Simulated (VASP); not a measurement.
# BaHg (Fm-3m) in VASP: a series of runs

Runs on BaHg. Level: LDA. Tasks: single point.

Everything below comes from runs of VASP 6.6.1. Logs are shortened: lines on timing, memory, paths and dates and some standing lists are left out, and cuts for length are marked.

**1. The cell of the first run**

It takes space group Fm-3m (No. 225, cubic). Conventional cell: a = 6.800 Å, b = 6.800 Å, c = 6.800 Å, α = 90.00°, β = 90.00°, γ = 90.00°. Ba (site symmetry m-3m) has 6 Hg at 3.40 Å within 4.5 Å. Within 4.5 Å of Hg (site symmetry m-3m) lie 6 Ba at 3.40 Å.

**2. Single point, LDA**

Contents of INCAR:

```
SYSTEM = BaHg
  ALGO = Normal
  EDIFF = 1E-7
  ENCUT = 520
  GGA = CA
  ISIF = 2
  ISMEAR = 0
  LASPH = .True.
  LCHARG = .False.
  LREAL = .False.
  LWAVE = .False.
  NBANDS = 18
  NELM = 100
  PREC = Accurate
  SIGMA = 0.1
```

Contents of KPOINTS:

```
k-points
0
Gamma
  5 5 5
  0 0 0
```

Contents of POSCAR:

```
BaHg
1.0
    0.0000000000      3.4000000000      3.4000000000
    3.4000000000      0.0000000000      3.4000000000
    3.4000000000      3.4000000000      0.0000000000
Ba Hg
1 1
Direct
    0.0000000000      0.0000000000      0.0000000000
    0.5000000000      0.5000000000      0.5000000000
```

Potentials or basis: VASP PAW LDA potentials, release 64 (Ba_sv, Hg).

Launch:

```console
cat potpaw_LDA.64/Ba_sv/POTCAR potpaw_LDA.64/Hg/POTCAR > POTCAR
mpirun -np 1 vasp_std > vasp.out
```

OUTCAR:

```text
SYSTEM = BaHg
   EDIFF = 1E-7
   ENCUT = 520
   GGA = CA
   ISIF = 2
   ISMEAR = 0
   LASPH = .True.
   LREAL = .False.
   NELM = 100
   PREC = Accurate

 ion  position               nearest neighbor table
   1  0.000  0.000  0.000-   2 3.40   2 3.40   2 3.40   2 3.40   2 3.40   2 3.40
   2  0.500  0.500  0.500-   1 3.40   1 3.40   1 3.40   1 3.40   1 3.40   1 3.40

  LATTYP: Found a face centered cubic cell.
 ALAT       =     6.8000000000

  Lattice vectors:

 A1 = (   0.0000000000,   3.4000000000,   3.4000000000)
 A2 = (   3.4000000000,   0.0000000000,   3.4000000000)
 A3 = (   3.4000000000,   3.4000000000,   0.0000000000)

Analysis of symmetry for initial positions (statically):
=====================================================================
 Subroutine PRICEL returns:
 Original cell was already a primitive cell.

 Routine SETGRP: Setting up the symmetry group for a
 face centered cubic supercell.

 Subroutine GETGRP returns: Found 48 space group operations
 (whereof 48 operations were pure point group operations)
 out of a pool of 48 trial point group operations.

The static configuration has the point symmetry O_h .

Analysis of symmetry for dynamics (positions and initial velocities):
=====================================================================
 Subroutine PRICEL returns:
 Original cell was already a primitive cell.

 Routine SETGRP: Setting up the symmetry group for a
 face centered cubic supercell.

 Subroutine GETGRP returns: Found 48 space group operations
 (whereof 48 operations were pure point group operations)
 out of a pool of 48 trial point group operations.

The dynamic configuration has the point symmetry O_h .

 Subroutine INISYM returns: Found 48 space group operations
 (whereof 48 operations are pure point group operations),
 and found     1 'primitive' translations

----------------------------------------------------------------------------------------

                                     Primitive cell

  volume of cell :      78.6080

  direct lattice vectors                    reciprocal lattice vectors
     0.000000000  3.400000000  3.400000000    -0.147058824  0.147058824  0.147058824
     3.400000000  0.000000000  3.400000000     0.147058824 -0.147058824  0.147058824
     3.400000000  3.400000000  0.000000000     0.147058824  0.147058824 -0.147058824

  length of vectors
     4.808326112  4.808326112  4.808326112     0.254713354  0.254713354  0.254713354

  position of ions in fractional coordinates (direct lattice)
     0.000000000  0.000000000  0.000000000
     0.500000000  0.500000000  0.500000000

  ion indices of the primitive-cell ions
   primitive index   ion index
                 1           1
                 2           2

----------------------------------------------------------------------------------------

 KPOINTS: k-points

Automatic generation of k-mesh.
 Grid dimensions read from file:
 generate k-points for:    5    5    5

 Generating k-lattice:

  Cartesian coordinates                     Fractional coordinates (reciprocal lattice)
    -0.029411765  0.029411765  0.029411765     0.200000000  0.000000000  0.000000000
     0.029411765 -0.029411765  0.029411765     0.000000000  0.200000000  0.000000000
     0.029411765  0.029411765 -0.029411765     0.000000000  0.000000000  0.200000000

  Length of vectors
     0.050942671  0.050942671  0.050942671

  Shift w.r.t. Gamma in fractional coordinates (k-lattice)
     0.000000000  0.000000000  0.000000000

 Subroutine IBZKPT returns following result:
 ===========================================

 Found     10 irreducible k-points:

 Following reciprocal coordinates:
            Coordinates               Weight
  0.000000  0.000000  0.000000      1.000000
  0.200000  0.000000  0.000000      8.000000
  0.400000  0.000000  0.000000      8.000000
  0.200000  0.200000  0.000000      6.000000
  0.400000  0.200000  0.000000     24.000000
 -0.400000  0.200000  0.000000     24.000000
 -0.200000  0.200000  0.000000     12.000000
  0.400000  0.400000  0.000000      6.000000
 -0.400000  0.400000  0.000000     12.000000
 -0.400000  0.400000  0.200000     24.000000
   k-points           NKPTS =     10   k-points in BZ     NKDIM =     10   number of bands    NBANDS=     18
   number of dos      NEDOS =    301   number of ions     NIONS =      2
   total plane-waves  NPLWV =  46656
   dimension x,y,z NGX =    36 NGY =   36 NGZ =   36
   dimension x,y,z NGXF=    72 NGYF=   72 NGZF=   72
   ions per type =               1   1
   NGX,Y,Z   is equivalent  to a cutoff of  12.45, 12.45, 12.45 a.u.
   NGXF,Y,Z  is equivalent  to a cutoff of  24.89, 24.89, 24.89 a.u.
 SYSTEM =  BaHg
   PREC   = accura    normal or accurate (medium, high low for compatibility)
   ISTART =      0    job   : 0-new  1-cont  2-samecut
   ICHARG =      2    charge: 1-file 2-atom 10-const
   ISPIN  =      1    spin polarized calculation?
   LNONCOLLINEAR =      F non collinear calculations
   LSORBIT =      F    spin-orbit coupling
   LASPH  =      T    aspherical Exc in radial PAW
   ENCUT  =  520.0 eV  38.22 Ry    6.18 a.u.   8.94  8.94  8.94*2*pi/ulx,y,z
   NELM   =    100;   NELMIN=  2; NELMDL= -5     # of ELM steps
   EDIFF  = 0.1E-06   stopping-criterion for ELM
   LREAL  =      F    real-space projection
   EDIFFG = 0.1E-05   stopping-criterion for IOM
   NSW    =      0    number of steps for IOM
   IBRION =     -1    ionic relax: 0-MD 1-quasi-New 2-CG
   NFREE  =      0    steps in history (QN), initial steepest desc. (CG)
   ISIF   =      2    stress and relaxation
   ISYM   =      2    0-nonsym 1-usesym 2-fastsym
   POTIM  = 0.5000    time-step for ionic-motion
   TEBEG  =    0.0;   TEEND  =   0.0 temperature during run
   PSTRESS=    0.0 pullay stress
   NELECT =      22.0000    total number of electrons
   NUPDOWN=      -1.0000    fix difference up-down
   EMIN   =  10.00;   EMAX   =-10.00  energy-range for DOS
   EFERMI =   0.00;   METHOD = LEGACY
   ISMEAR =     0;   SIGMA  =   0.10  broadening in eV -4-tet -1-fermi 0-gaus
   EFERMI_NEDOS =   21; number of points for ismear=-14 and -15
   IALGO  =     38    algorithm
   IMIX   =      4    mixing-type and parameters
     AMIX     =   0.40;   BMIX     =  1.00
     AMIX_MAG =   1.60;   BMIX_MAG =  1.00
  volume/ion in A,a.u.               =      39.30       265.24
  Fermi-wavevector in a.u.,A,eV,Ry     =   1.070845  2.023605 15.601937  1.146710
  Thomas-Fermi vector in A             =   2.206568
   LORBIT       =      0    0 simple, 1 ext, 2 COOP (PROOUT), +10 PAW based schemes
   GGA     = CA    functional components
   LHFCALC =     F    Hartree Fock is set to
   AEXX    =    0.0000 exact exchange contribution
   IVDW    =     0    specifies the selected vdW correction
   LEPSILON=     F    determine dielectric tensor
   LRPA    =     F    only Hartree local field effects (RPA)
 non-spin polarized calculation
 Gauss-broadening in eV      SIGMA  =   0.10
  energy-cutoff  :      520.00
  volume of cell :       78.61
 maximum number of plane-waves:      2143
   NGX = 17   NGY = 17   NGZ = 17

 number of electron      22.0000001 magnetization

 Free energy of the ion-electron system (eV)
  ---------------------------------------------------
  ext. energy  EPLUGINS =         0.00000000
  ---------------------------------------------------
  free energy    TOTEN  =        -3.93944419 eV

  energy without entropy =       -3.91889502  energy(sigma->0) =       -3.92916960

 E-fermi :   2.2326     XC(G=0):  -8.9829

 val. band max:        2.1801955026   @ k =  -0.4000   0.4000   0.0000
 cond. band min:       2.2805779612   @ k =   0.2000   0.2000   0.0000
 fundamental gap:      0.1003824585
 Fermi energy:         2.2325665326

 k-point     1 :       0.0000    0.0000    0.0000
  band No.  band energies     occupation
      1     -26.2631      2.00000
      2     -11.4127      2.00000
      3     -11.4127      2.00000
      4     -11.4127      2.00000
      5      -5.5761      2.00000
      6      -5.5761      2.00000
[... 10 lines left out ...]
     17       5.7906      0.00000
     18       5.7906      0.00000

 k-point     2 :       0.2000    0.0000    0.0000
  band No.  band energies     occupation
      1     -26.2563      2.00000
      2     -11.5432      2.00000
      3     -11.4431      2.00000
      4     -11.4431      2.00000
      5      -5.4893      2.00000
      6      -5.4893      2.00000
[... 10 lines left out ...]
     17       8.2396      0.00000
     18       8.2396      0.00000

 k-point     3 :       0.4000    0.0000    0.0000
  band No.  band energies     occupation
      1     -26.2452      2.00000
      2     -11.7387      2.00000
      3     -11.4911      2.00000
      4     -11.4911      2.00000
      5      -5.3832      2.00000
      6      -5.3653      2.00000
[... 10 lines left out ...]
     17       7.5557      0.00000
     18      10.0704      0.00000

 k-point     4 :       0.2000    0.2000    0.0000
  band No.  band energies     occupation
      1     -26.2543      2.00000
      2     -11.5602      2.00000
      3     -11.4506      2.00000
      4     -11.4506      2.00000
      5      -5.5565      2.00000
      6      -5.4738      2.00000
[... 10 lines left out ...]
     17       6.8879      0.00000
     18       6.9331      0.00000

 k-point     5 :       0.4000    0.2000    0.0000
  band No.  band energies     occupation
      1     -26.2451      2.00000
      2     -11.6722      2.00000
      3     -11.5098      2.00000
      4     -11.4907      2.00000
      5      -5.4640      2.00000
      6      -5.4524      2.00000
[... 10 lines left out ...]
     17       8.0249      0.00000
     18       8.1741      0.00000

 k-point     6 :      -0.4000    0.2000    0.0000
  band No.  band energies     occupation
      1     -26.2415      2.00000
      2     -11.7140      2.00000
      3     -11.5474      2.00000
      4     -11.5078      2.00000
      5      -5.4155      2.00000
      6      -5.3844      2.00000
[... 10 lines left out ...]
     17       7.8014      0.00000
     18       8.8895      0.00000

 k-point     7 :      -0.2000    0.2000    0.0000
  band No.  band energies     occupation
      1     -26.2483      2.00000
      2     -11.6473      2.00000
      3     -11.4957      2.00000
      4     -11.4788      2.00000
      5      -5.4924      2.00000
      6      -5.4100      2.00000
[... 10 lines left out ...]
     17       7.0265      0.00000
     18       8.7202      0.00000

 k-point     8 :       0.4000    0.4000    0.0000
  band No.  band energies     occupation
      1     -26.2413      2.00000
      2     -11.6714      2.00000
      3     -11.5072      2.00000
      4     -11.5072      2.00000
      5      -5.5248      2.00000
      6      -5.5149      2.00000
[... 10 lines left out ...]
     17       6.8249      0.00000
     18       8.0046      0.00000

 k-point     9 :      -0.4000    0.4000    0.0000
  band No.  band energies     occupation
      1     -26.2391      2.00000
      2     -11.6483      2.00000
      3     -11.5824      2.00000
      4     -11.5177      2.00000
      5      -5.4810      2.00000
      6      -5.4716      2.00000
[... 10 lines left out ...]
     17       7.7051      0.00000
     18       7.8484      0.00000

 k-point    10 :      -0.4000    0.4000    0.2000
  band No.  band energies     occupation
      1     -26.2400      2.00000
      2     -11.6563      2.00000
      3     -11.5635      2.00000
      4     -11.5379      2.00000
      5      -5.4849      2.00000
      6      -5.4282      2.00000
[... 10 lines left out ...]
     17       7.1846      0.00000
     18       8.1802      0.00000

------------------------ aborting loop because EDIFF is reached ----------------------------------------

  FORCE on cell =-STRESS in cart. coord.  units (eV):
  Direction    XX          YY          ZZ          XY          YZ          ZX
  --------------------------------------------------------------------------------------
  -------------------------------------------------------------------------------------
  Total        0.1647414      0.1647414      0.1647414     -0.0000000     -0.0000000      0.0000000
  in kB        3.3577372      3.3577372      3.3577372     -0.0000000     -0.0000000      0.0000000
  external PRESSURE =       3.3577372 kB  Pullay stress =       0.0000000 kB

 VOLUME and BASIS-vectors are now :
 -----------------------------------------------------------------------------
  energy-cutoff  :      520.00
  volume of cell :       78.61
      direct lattice vectors                 reciprocal lattice vectors
     0.000000000  3.400000000  3.400000000    -0.147058824  0.147058824  0.147058824
     3.400000000  0.000000000  3.400000000     0.147058824 -0.147058824  0.147058824
     3.400000000  3.400000000  0.000000000     0.147058824  0.147058824 -0.147058824

 POSITION                                       TOTAL-FORCE (eV/Angst)
 -----------------------------------------------------------------------------------
      0.00000      0.00000      0.00000        -0.000000     -0.000000     -0.000000
      3.40000      3.40000      3.40000         0.000000      0.000000      0.000000
 -----------------------------------------------------------------------------------
    total drift:                                0.000000      0.000000      0.000000

  FREE ENERGIE OF THE ION-ELECTRON SYSTEM (eV)
  ---------------------------------------------------
  free  energy   TOTEN  =        -3.9394441903 eV

  energy  without entropy=       -3.9188950153  energy(sigma->0) =       -3.92916960
```

Run time: 10 s. Hardware: 1 thread of AMD EPYC 9R14 (Zen 4), shared host; peak memory 0.14 GiB.

What came out:

- Free energy: -3.9394 eV
- Pressure: 0.3 GPa
- Band gap on the k mesh: zero (band 11 reaches 4.26 eV, above the bottom of band 12 at 2.18 eV)

Caveat: spin-orbit coupling is left out, which moves the levels of the heavy elements.

**3. Single point, LDA**

This run uses another cell than the first one, of 38.71 Å³/atom, 0.985 times its volume.

Contents of INCAR:

```
PREC     = Accurate       # precision mode
ENCUT    = 520            # plane-wave cutoff, eV
EDIFF    = 1E-6           # SCF threshold, eV
ISMEAR   = 0              # smearing method
SIGMA    = 0.1            # smearing width, eV
LREAL    = F              # projectors in reciprocal space
LASPH    = T              # aspherical terms in the spheres
NELM     = 80             # most SCF steps
ALGO     = Normal         # electronic algorithm
ISIF     = 2              # what is computed and relaxed
LWAVE    = F              # write WAVECAR
LCHARG   = F              # write CHGCAR
GGA      = CA             # functional
NBANDS   = 18             # bands
```

Contents of KPOINTS:

```
regular mesh
0
Gamma
  5 5 5
```

Contents of POSCAR:

```
BaHg
1.0
    0.0000000000      3.3829142845      3.3829142845
    3.3829142845      0.0000000000      3.3829142845
    3.3829142845      3.3829142845      0.0000000000
Ba Hg
1 1
Direct
    0.0000000000      0.0000000000      0.0000000000
    0.5000000000      0.5000000000      0.5000000000
```

Potentials or basis: VASP PAW LDA potentials, release 64 (Ba_sv, Hg).

Launch:

```console
cat potpaw_LDA.64/Ba_sv/POTCAR potpaw_LDA.64/Hg/POTCAR > POTCAR
mpirun -np 1 vasp_std > vasp.out
```

It took 8.8 s on 1 thread of AMD EPYC 9R14 (Zen 4), shared host; peak memory 0.14 GiB.

Results (log left out):

- Free energy: -3.9353 eV
- Pressure: 0.7 GPa
- Band gap on the k mesh: zero (band 11 reaches 4.35 eV, above the bottom of band 12 at 2.27 eV)

Levels at points of the mesh, in eV from the Fermi level:
```csv
k point,band 8,band 9,band 10,band 11,band 12,band 13,band 14,band 15
"(0.00, 0.00, 0.00)",-7.72,-7.72,-6.30,2.04,2.04,2.04,3.40,3.40
```

Caveat: spin-orbit coupling is left out, which moves the levels of the heavy elements.
